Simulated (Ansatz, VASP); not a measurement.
## Ba: VASP beside Ansatz

INCAR

```
SYSTEM = Ba
PREC = Accurate ; ENCUT = 520
EDIFF = 1E-7 ; ISMEAR = 0
SIGMA = 0.15 ; LREAL = .False.
LASPH = .True. ; NELM = 100
ALGO = Fast ; ISIF = 2
LWAVE = .False. ; LCHARG = .True.
GGA = PE ; LELF = .True.
LVHAR = .True. ; NBANDS = 11
```

KPOINTS

```
Automatic mesh
0
Gamma
  14 14 14
  0 0 0
```

File POSCAR:

```
Ba
1.0
   -2.4250000000      2.4250000000      2.5375000000
    2.4250000000     -2.4250000000      2.5375000000
    2.4250000000      2.4250000000     -2.5375000000
Ba
1
Direct
    0.0000000000      0.0000000000      0.0000000000
```

Input for Ansatz:

```yaml
crystal:
  lattice:
    - [-2.425, 2.425, 2.5375]
    - [2.425, -2.425, 2.5375]
    - [2.425, 2.425, -2.5375]
  atoms:
    - { symbol: Ba, position: [0.0, 0.0, 0.0] }
basis:
  ecutwfc: 420
kpoints:
  mp_grid: { grid: [14, 14, 14] }
hamiltonian:
  xc: pbe
scf:
  occupations: { method: gaussian, width: 0.15 }
output:
  forces: true
  stress: true
  eigenvalues: true
```

Change from the starting cell: strain -0.030 along x and y, +0.015 along z, atoms carried along.

Alike in both runs: task single point; functional PBE; k mesh 14 × 14 × 14; occupations gaussian, width 0.15 eV; no spin polarisation.

```csv
,VASP,Ansatz
version,VASP 6.6.1,Ansatz 0.2.0
potentials or method,"VASP PAW PBE potentials, release 64 (Ba_sv), cutoff 520 eV","scalar-relativistic, plane waves, PAW"
valence electrons in the cell,10,10
```

```tsv
	VASP	Ansatz	Ansatz less VASP
gap on the k mesh at the Fermi level (eV)	none	none	-
pressure (GPa)	0.6	0.6	-0.07
traceless stress, the component that is largest in VASP (GPa)	-0.14	-0.14	+0.002
```

A gap of «none» marks a metal or a gap that the smearing closes.

Spin-orbit coupling is off throughout.
